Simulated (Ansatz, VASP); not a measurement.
Te2Mo in VASP and in Ansatz

```
Te Mo
1.0
     3.51855    0.00000    0.00000
    -1.75927    3.04715    0.00000
     0.00000    0.00000   17.78261
Te Mo
2 1
Cartesian
  0.0000 2.0314 16.0079
  0.0000 2.0314 1.7747
  0.0000 0.0000 0.0000
```

Change from the starting cell: equal strain along all axes, cell held, atoms relaxed: +1.5 %.

Alike in both runs: functional LDA; k mesh 12 × 12 × 2; occupations gaussian, width 0.02 eV; no spin polarisation.

Ansatz relaxed the structure, and its values are those at the end. VASP's run is a single point on that final structure, the one shown.

```csv
,VASP,Ansatz
version,VASP 6.6.1,Ansatz 0.2.0
potentials or method,"VASP PAW LDA potentials, release 64 (Te, Mo_sv), cutoff 520 eV","scalar-relativistic, plane waves, PAW"
valence electrons in the cell,26,46
```

|  | VASP | Ansatz | Ansatz less VASP |
| --- | --- | --- | --- |
| gap on the k mesh at the Fermi level (eV) | 1.11 | 1.11 | 0.000 |
| least direct gap on the mesh (eV) | 1.11 | 1.11 | 0.000 |
| rms of the force components (eV/Å) | 0.028 | 0.001 | -0.0272 |

LDA's correlation is that of Perdew and Zunger in VASP and of Perdew and Wang (1992) in Ansatz. VASP's potentials hold 26 valence electrons a cell and Ansatz's 46, so a difference there can come from the potentials and not from the codes. Ansatz's warnings: stress scf threshold loose.

Neither program's run includes spin-orbit coupling.
